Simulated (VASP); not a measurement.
Here is a VASP 6.6.1 calculation.

The input INCAR:

```
  PREC = Accurate
  ENCUT = 500
  EDIFF = 1E-6
  ISMEAR = 0
  SIGMA = 0.02
  LREAL = False
  LASPH = True
  NELM = 120
  ALGO = Normal
  ISIF = 2
  LWAVE = False
  LCHARG = False
  GGA = PS
  NBANDS = 16
  GGA_COMPAT = False
```

The input KPOINTS:

```
Automatic mesh
0
Gamma
  8 8 8
```

POSCAR

```
GaP
1.0
    0.0000000000      2.7984700261      2.7984700261
    2.7984700261      0.0000000000      2.7984700261
    2.7984700261      2.7984700261      0.0000000000
Ga P
1 1
Direct
    0.0000000000      0.0000000000      0.0000000000
    0.2500000000      0.2500000000      0.2500000000
```

Potentials or basis: VASP PAW PBE potentials, release 64 (Ga_d, P).

Run with:

```sh
$ cat potpaw_PBE.64/Ga_d/POTCAR potpaw_PBE.64/P/POTCAR > POTCAR
$ mpirun -np 1 vasp_std > vasp.out
```

Problem. Predict the pressure.

Solution. -6.1 GPa.

Problem. Predict the band gap on the k mesh.

Solution. 1.11 eV.

Caveat: the cell stands under tension; the PAW data sets were made with another functional, which shifts forces and pressure a little. A k mesh can miss the band edges.
